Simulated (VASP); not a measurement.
Crystal: ZnRe.

```
Re Zn
1.0
     2.74822    0.00000    0.00000
    -1.37411    2.38003    0.00000
     0.00000    0.00000    4.49407
Re Zn
1 1
Direct
  0.33333 0.66667 0.50000
  0.00000 0.00000 0.00000
```

Program: VASP 6.6.1. Alike in all runs: task single point; no spin polarisation; cell as given; cutoff (eV) 520.

Q: Order these runs on this cell by their pressure, lowest first.
A. level PBE; potentials or basis VASP PAW PBE potentials, release 64 (Re, Zn); k mesh 11 × 11 × 6; smearing gaussian 0.05 eV
B. level LDA; potentials or basis VASP PAW LDA potentials, release 64 (Re, Zn); k mesh 11 × 11 × 6; smearing gaussian 0.1 eV
C. level r2SCAN; potentials or basis VASP PAW PBE potentials, release 64 (Re, Zn); k mesh 9 × 9 × 5; smearing methfessel-paxton 0.005 eV

A: B (-13.4 GPa), C (-6.2 GPa), A (-1.5 GPa).

Caveats: the cell stands under tension (at least some runs); the PAW data sets were made with another functional, which shifts forces and pressure a little (at least some runs).
